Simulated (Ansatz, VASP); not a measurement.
Si7Ge: VASP beside Ansatz

```xyz
8
Lattice="5.4252 0.0000 0.0000 0.0000 5.4252 0.0000 0.0000 0.0000 5.4252" Properties=species:S:1:pos:R:3 pbc="T T T"
Ge    0.0000    0.0000    0.0000
Si    0.0000    2.7126    2.7126
Si    2.7126    0.0000    2.7126
Si    2.7126    2.7126    0.0000
Si    1.3694    1.3694    1.3694
Si    1.3694    4.0558    4.0558
Si    4.0558    1.3694    4.0558
Si    4.0558    4.0558    1.3694
```

Alike in both runs: functional LDA; k mesh 6 × 6 × 6; no spin polarisation.

Ansatz relaxed the structure, and its values are those at the end. VASP's run is a single point on that final structure, the one shown.

```csv
,VASP,Ansatz
version,VASP 6.6.1,Ansatz 0.2.0
potentials or method,"VASP PAW LDA potentials, release 64 (Ge_d, Si)","scalar-relativistic, plane waves, PAW"
plane-wave cutoff (eV),520,420
occupations,"gaussian, width 0.01 eV",fixed
valence electrons in the cell,42,42
```

```tsv
	VASP	Ansatz	Ansatz less VASP
gap on the k mesh at the Fermi level (eV)	0.26	0.26	-0.001
least direct gap on the mesh (eV)	0.26	0.26	-0.001
pressure (GPa)	0.0	0.0	-0.06
```

LDA's correlation is that of Perdew and Zunger in VASP and of Perdew and Wang (1992) in Ansatz. Ansatz's warnings: stress scf threshold loose.
